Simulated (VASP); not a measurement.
# Cl (Cmce) in VASP: settings compared

Cl is run at these levels: PBE-based screened hybrid with 15 % exact exchange, PBE-based screened hybrid with 10 % exact exchange, r2SCANh; tasks: single point.

Everything below comes from runs of VASP 6.6.1. Logs are shortened: lines on timing, memory, paths and dates and some standing lists are left out, and cuts for length are marked.

## (1) The cell of the first run

It takes space group Cmce (No. 64, orthorhombic). The conventional cell has a = 6.290 Å, b = 4.500 Å, c = 8.210 Å, α = 90.00°, β = 90.00°, γ = 90.00°. Cl (site symmetry m) has 1 Cl at 2.02 Å within 2.7 Å.

## (2) Single point, PBE-based screened hybrid with 15 % exact exchange

The input, POSCAR:

```
Cl
1.0
    3.1450000000     -2.2500000000      0.0000000000
    3.1450000000      2.2500000000      0.0000000000
    0.0000000000      0.0000000000      8.2100000000
Cl
4
Direct
    0.3700000000      0.6300000000      0.4000000000
    0.1300000000      0.8700000000      0.9000000000
    0.6300000000      0.3700000000      0.6000000000
    0.8700000000      0.1300000000      0.1000000000
```

The input, INCAR.step1:

```
SYSTEM = Cl
PREC = Accurate ; ENCUT = 520
EDIFF = 1E-5 ; ISMEAR = -1
SIGMA = 0.05 ; LREAL = .False.
LASPH = .True. ; NELM = 100
ALGO = Normal ; ISIF = 2
LWAVE = .True. ; GGA = PE
NBANDS = 22
```

The input, INCAR.step2:

```
SYSTEM = Cl
PREC = Accurate ; ENCUT = 520
EDIFF = 1E-7 ; ISMEAR = -1
SIGMA = 0.05 ; LREAL = .False.
LASPH = .True. ; NELM = 100
ALGO = Normal ; ISIF = 2
LWAVE = .False. ; LCHARG = .True.
GGA = PE ; LHFCALC = .True.
AEXX = 0.15 ; HFSCREEN = 0.2078699
PRECFOCK = Normal ; LELF = .True.
LVHAR = .True. ; ISTART = 1
NBANDS = 22
```

The input, KPOINTS:

```
Automatic mesh
0
Gamma
  4 4 2
  0 0 0
```

Potentials or basis: VASP PAW PBE potentials, release 64 (Cl).

Run with:

```console
> cat potpaw_PBE.64/Cl/POTCAR > POTCAR
> cp INCAR.step1 INCAR
> mpirun -np 1 vasp_std > vasp.out
> cp INCAR.step2 INCAR
> mpirun -np 1 vasp_std > vasp.out
```

OUTCAR:

```text
SYSTEM = Cl
   PREC = Accurate
   ENCUT = 520
   EDIFF = 1E-7
   ISMEAR = -1
   LREAL = .False.
   LASPH = .True.
   NELM = 100
   ISIF = 2
   GGA = PE
   LHFCALC = .True.
   AEXX = 0.15
   HFSCREEN = 0.2078699
   PRECFOCK = Normal
   ISTART = 1

 ion  position               nearest neighbor table
   1  0.370  0.630  0.400-   3 2.02
   2  0.130  0.870  0.900-   4 2.02
   3  0.630  0.370  0.600-   1 2.02
   4  0.870  0.130  0.100-   2 2.02

  LATTYP: Found a base centered orthorhombic cell.
 ALAT       =     4.5000000000
 B/A-ratio  =     1.3977777778
 C/A-ratio  =     1.8244444444

  Lattice vectors:

 A1 = (  -3.1450000000,  -2.2500000000,   0.0000000000)
 A2 = (   3.1450000000,  -2.2500000000,   0.0000000000)
 A3 = (   0.0000000000,   0.0000000000,   8.2100000000)

Analysis of symmetry for initial positions (statically):
=====================================================================
 Subroutine PRICEL returns:
 Original cell was already a primitive cell.

 Routine SETGRP: Setting up the symmetry group for a
 base centered orthorhombic supercell.

 Subroutine GETGRP returns: Found  8 space group operations
 (whereof  4 operations were pure point group operations)
 out of a pool of  8 trial point group operations.

The static configuration has the point symmetry C_2h.
 The point group associated with its full space group is D_2h.

Analysis of symmetry for dynamics (positions and initial velocities):
=====================================================================
 Subroutine PRICEL returns:
 Original cell was already a primitive cell.

 Routine SETGRP: Setting up the symmetry group for a
 base centered orthorhombic supercell.

 Subroutine GETGRP returns: Found  8 space group operations
 (whereof  4 operations were pure point group operations)
 out of a pool of  8 trial point group operations.

The dynamic configuration has the point symmetry C_2h.
 The point group associated with its full space group is D_2h.

 Subroutine INISYM returns: Found  8 space group operations
 (whereof  4 operations are pure point group operations),
 and found     1 'primitive' translations

----------------------------------------------------------------------------------------

                                     Primitive cell

  volume of cell :     116.1920

  direct lattice vectors                    reciprocal lattice vectors
     3.145000000 -2.250000000  0.000000000     0.158982512 -0.222222222  0.000000000
     3.145000000  2.250000000  0.000000000     0.158982512  0.222222222  0.000000000
     0.000000000  0.000000000  8.210000000     0.000000000  0.000000000  0.121802680

  length of vectors
     3.866978795  3.866978795  8.210000000     0.273236445  0.273236445  0.121802680

  position of ions in fractional coordinates (direct lattice)
     0.370000000  0.630000000  0.400000000
     0.130000000  0.870000000  0.900000000
     0.630000000  0.370000000  0.600000000
     0.870000000  0.130000000  0.100000000

  ion indices of the primitive-cell ions
   primitive index   ion index
                 1           1
                 2           2
                 3           3
                 4           4

----------------------------------------------------------------------------------------

 KPOINTS: Automatic mesh

Automatic generation of k-mesh.
 Grid dimensions read from file:
 generate k-points for:    4    4    2

 Generating k-lattice:

  Cartesian coordinates                     Fractional coordinates (reciprocal lattice)
     0.039745628 -0.055555556  0.000000000     0.250000000  0.000000000  0.000000000
     0.039745628  0.055555556  0.000000000     0.000000000  0.250000000  0.000000000
     0.000000000  0.000000000  0.060901340     0.000000000  0.000000000  0.500000000

  Length of vectors
     0.068309111  0.068309111  0.060901340

  Shift w.r.t. Gamma in fractional coordinates (k-lattice)
     0.000000000  0.000000000  0.000000000

 Subroutine IBZKPT returns following result:
 ===========================================

 Found     14 irreducible k-points:

 Following reciprocal coordinates:
            Coordinates               Weight
  0.000000  0.000000  0.000000      1.000000
  0.250000  0.000000  0.000000      4.000000
  0.500000  0.000000  0.000000      2.000000
  0.250000  0.250000  0.000000      2.000000
  0.500000  0.250000  0.000000      4.000000
 -0.250000  0.250000  0.000000      2.000000
  0.500000  0.500000  0.000000      1.000000
  0.000000  0.000000  0.500000      1.000000
  0.250000  0.000000  0.500000      4.000000
  0.500000  0.000000  0.500000      2.000000
  0.250000  0.250000  0.500000      2.000000
  0.500000  0.250000  0.500000      4.000000
 -0.250000  0.250000  0.500000      2.000000
  0.500000  0.500000  0.500000      1.000000
   k-points           NKPTS =     14   k-points in BZ     NKDIM =     32   number of bands    NBANDS=     22
   number of dos      NEDOS =    301   number of ions     NIONS =      4
   total plane-waves  NPLWV =  57600
   dimension x,y,z NGX =    30 NGY =   30 NGZ =   64
   dimension x,y,z NGXF=    60 NGYF=   60 NGZF=  128
   ions per type =               4
   NGX,Y,Z   is equivalent  to a cutoff of  12.90, 12.90, 12.96 a.u.
   NGXF,Y,Z  is equivalent  to a cutoff of  25.79, 25.79, 25.92 a.u.
 SYSTEM =  Cl
   PREC   = accura    normal or accurate (medium, high low for compatibility)
   ISTART =      1    job   : 0-new  1-cont  2-samecut
   ICHARG =      0    charge: 1-file 2-atom 10-const
   ISPIN  =      1    spin polarized calculation?
   LNONCOLLINEAR =      F non collinear calculations
   LSORBIT =      F    spin-orbit coupling
   LASPH  =      T    aspherical Exc in radial PAW
   ENCUT  =  520.0 eV  38.22 Ry    6.18 a.u.   7.19  7.19 15.27*2*pi/ulx,y,z
   NELM   =    100;   NELMIN=  2; NELMDL=  0     # of ELM steps
   EDIFF  = 0.1E-06   stopping-criterion for ELM
   LREAL  =      F    real-space projection
   EDIFFG = 0.1E-05   stopping-criterion for IOM
   NSW    =      0    number of steps for IOM
   IBRION =     -1    ionic relax: 0-MD 1-quasi-New 2-CG
   NFREE  =      0    steps in history (QN), initial steepest desc. (CG)
   ISIF   =      2    stress and relaxation
   ISYM   =      3    0-nonsym 1-usesym 2-fastsym
   POTIM  = 0.5000    time-step for ionic-motion
   TEBEG  =    0.0;   TEEND  =   0.0 temperature during run
   PSTRESS=    0.0 pullay stress
   NELECT =      28.0000    total number of electrons
   NUPDOWN=      -1.0000    fix difference up-down
   EMIN   =  10.00;   EMAX   =-10.00  energy-range for DOS
   EFERMI =   0.00;   METHOD = LEGACY
   ISMEAR =    -1;   SIGMA  =   0.05  broadening in eV -4-tet -1-fermi 0-gaus
   EFERMI_NEDOS =   21; number of points for ismear=-14 and -15
   IALGO  =     38    algorithm
   IMIX   =      1    mixing-type and parameters
     AMIX     =   0.40;   BMIX     =  1.00
     AMIX_MAG =   1.60;   BMIX_MAG =  1.00
  volume/ion in A,a.u.               =      29.05       196.03
  Fermi-wavevector in a.u.,A,eV,Ry     =   1.018753  1.925163 14.120900  1.037857
  Thomas-Fermi vector in A             =   2.152228
   LORBIT       =      0    0 simple, 1 ext, 2 COOP (PROOUT), +10 PAW based schemes
   GGA     = PE    functional components
   LHFCALC =     T    Hartree Fock is set to
   PRECFOCK=normal    Normal, Fast or Accurate (Low or Medium for compatibility)
   ENCUT4O =  -1.0   cutoff for four orbital integrals eV
   NKREDX  =     1    reduce k-point grid by
   NKREDY  =     1    reduce k-point grid by
   NKREDZ  =     1    reduce k-point grid by
   AEXX    =    0.1500 exact exchange contribution
   HFSCREEN=    0.2079 screening length (either q_TF or 0.3 A-1)
   HFSCREENC=   0.2079 screening length for correlation (either q_TF or 0.3 A-1)
   ENCUTFOCK=  -1.0 apply spherical cutoff to Coloumb kernel
   IVDW    =     0    specifies the selected vdW correction
   LEPSILON=     F    determine dielectric tensor
   LRPA    =     F    only Hartree local field effects (RPA)
 non-spin polarized calculation
  energy-cutoff  :      520.00
  volume of cell :      116.19
 maximum number of plane-waves:      3157
 NGX is ok and might be reduce to    30
  NGX = 24; NGY = 24; NGZ = 48

 number of electron      27.9999999 magnetization

 Free energy of the ion-electron system (eV)
  ---------------------------------------------------
  ext. energy  EPLUGINS =         0.00000000
  ---------------------------------------------------
  free energy    TOTEN  =        -9.24029322 eV

  energy without entropy =       -9.24029322  energy(sigma->0) =       -9.24029322

 E-fermi :  -0.0990     XC(G=0):  -6.9772

 val. band max:       -1.2243819379   @ k =   0.5000   0.0000   0.5000
 cond. band min:       2.2702121546   @ k =   0.0000   0.0000   0.0000
 fundamental gap:      3.4945940924
 Fermi energy:        -0.0990422222

 k-point     1 :       0.0000    0.0000    0.0000
  band No.  band energies     occupation
      1     -18.6084      2.00000
      2     -18.3901      2.00000
      3     -14.4467      2.00000
      4     -13.8755      2.00000
      5      -6.4978      2.00000
      6      -5.6595      2.00000
[... 14 lines left out ...]
     21       9.8948      0.00000
     22      10.2234      0.00000

 k-point     2 :       0.2500    0.0000    0.0000
  band No.  band energies     occupation
      1     -18.5030      2.00000
      2     -18.3447      2.00000
      3     -14.3742      2.00000
      4     -13.9780      2.00000
      5      -6.4865      2.00000
      6      -5.8100      2.00000
[... 14 lines left out ...]
     21       9.8777      0.00000
     22      10.6343      0.00000

 k-point     3 :       0.5000    0.0000    0.0000
  band No.  band energies     occupation
      1     -18.3453      2.00000
      2     -18.3453      2.00000
      3     -14.1952      2.00000
      4     -14.1952      2.00000
      5      -6.2633      2.00000
      6      -6.2633      2.00000
[... 14 lines left out ...]
     21      10.7256      0.00000
     22      10.7256      0.00000
[... 226 lines left out ...]
 k-point    13 :      -0.2500    0.2500    0.5000
  band No.  band energies     occupation
      1     -18.3463      2.00000
      2     -18.3463      2.00000
      3     -14.1937      2.00000
      4     -14.1937      2.00000
      5      -6.1290      2.00000
      6      -6.1290      2.00000
[... 14 lines left out ...]
     21      10.1934      0.00000
     22      10.1934      0.00000

 k-point    14 :       0.5000    0.5000    0.5000
  band No.  band energies     occupation
      1     -18.2890      2.00000
      2     -18.2890      2.00000
      3     -14.0879      2.00000
      4     -14.0879      2.00000
      5      -6.1222      2.00000
      6      -6.1222      2.00000
[... 14 lines left out ...]
     21      10.1292      0.00000
     22      10.1292      0.00000

------------------------ aborting loop because EDIFF is reached ----------------------------------------

  FORCE on cell =-STRESS in cart. coord.  units (eV):
  Direction    XX          YY          ZZ          XY          YZ          ZX
  --------------------------------------------------------------------------------------
  -------------------------------------------------------------------------------------
  Total        0.7806950     -0.3999280     -1.3115498      0.0000000      0.0000000      0.0000000
  in kB       10.7650401     -5.5146258    -18.0850222      0.0000000      0.0000000      0.0000000
  external PRESSURE =      -4.2782026 kB  Pullay stress =       0.0000000 kB

 VOLUME and BASIS-vectors are now :
 -----------------------------------------------------------------------------
  energy-cutoff  :      520.00
  volume of cell :      116.19
      direct lattice vectors                 reciprocal lattice vectors
     3.145000000 -2.250000000  0.000000000     0.158982512 -0.222222222  0.000000000
     3.145000000  2.250000000  0.000000000     0.158982512  0.222222222  0.000000000
     0.000000000  0.000000000  8.210000000     0.000000000  0.000000000  0.121802680

 POSITION                                       TOTAL-FORCE (eV/Angst)
 -----------------------------------------------------------------------------------
      3.14500      0.58500      3.28400         0.000000     -0.394536      0.432472
      3.14500      1.66500      7.38900         0.000000      0.394536      0.432472
      3.14500     -0.58500      4.92600         0.000000      0.394536     -0.432472
      3.14500     -1.66500      0.82100         0.000000     -0.394536     -0.432472
 -----------------------------------------------------------------------------------
    total drift:                                0.000001      0.000000      0.000003

  FREE ENERGIE OF THE ION-ELECTRON SYSTEM (eV)
  ---------------------------------------------------
  free  energy   TOTEN  =        -9.2402932222 eV

  energy  without entropy=       -9.2402932220  energy(sigma->0) =       -9.24029322
```

Run time: 27 min. Hardware: 1 thread of Intel Xeon Platinum 8375C at 2.90GHz (Ice Lake), shared host; peak memory 0.35 GiB.

Results:

```yaml
Free_energy: -9.2403 eV
Pressure: -0.4 GPa
Largest_force: 0.585 eV/Å
Band_gap_on_the_k_mesh: 3.49 eV (least direct gap 3.57 eV)
```

Forces on the atoms (eV/Å):
```
Cl   0.000 -0.395  0.432
Cl   0.000  0.395  0.432
Cl   0.000  0.395 -0.432
Cl   0.000 -0.395 -0.432
```

Levels at points of the mesh, in eV from the valence-band top:
```
           k point  band 11  band 12  band 13  band 14  band 15  band 16  band 17  band 18
(0.00, 0.00, 0.00)    -0.72    -0.41    -0.17    -0.08     3.49     4.11     7.76     8.45
(0.50, 0.00, 0.00)    -0.51    -0.51    -0.15    -0.15     3.88     3.88     9.22     9.22
(0.50, 0.50, 0.00)    -1.01    -0.91    -0.37    -0.02     3.59     3.78     9.54     9.62
(0.00, 0.00, 0.50)    -0.65    -0.65    -0.12    -0.12     3.70     3.70     8.38     8.38
(0.50, 0.00, 0.50)    -0.45    -0.45     0.00     0.00     3.80     3.80     9.44     9.44
(0.50, 0.50, 0.50)    -0.71    -0.71    -0.49    -0.49     3.60     3.60     9.89     9.89
```

Caveat: the k points lie up to 0.43 Å⁻¹ apart; this functional lacks dispersion, which holds the molecules together, so the pressure and a relaxed volume are unreliable; the PAW data sets were made with another functional, which shifts forces and pressure a little.

[end of part 1 of 2]
